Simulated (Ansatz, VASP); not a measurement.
One calculation of InAs, two programs

```
In As
1.0
     0.00000    2.87730    2.87730
     2.87730    0.00000    2.87730
     2.87730    2.87730    0.00000
In As
1 1
Direct
  0.50000 0.50000 0.50000
  0.00000 0.00000 0.00000
```

Alike in both runs: task single point; functional r2SCAN; k mesh 14 × 14 × 14; occupations gaussian, width 0.15 eV; no spin polarisation.

|  | VASP | Ansatz |
| --- | --- | --- |
| version | VASP 6.6.1 | Ansatz 0.2.0 |
| potentials or method | VASP PAW PBE potentials, release 64 (In_d, As), cutoff 520 eV | scalar-relativistic, plane waves, PAW |
| valence electrons in the cell | 18 | 28 |

Ansatz gave:

* gap on the k mesh at the Fermi level (eV): none
* pressure (GPa): -2.4

Estimate VASP's values.

gap on the k mesh at the Fermi level (eV): none; pressure (GPa): -2.3.

VASP's potentials were made for PBE, not for r2SCAN. A gap of «none» marks a metal or a gap that the smearing closes. With one functional, cell and mesh, what is left measures potentials, basis and numerics. VASP's potentials hold 18 valence electrons a cell and Ansatz's 28, so a difference there can come from the potentials and not from the codes.
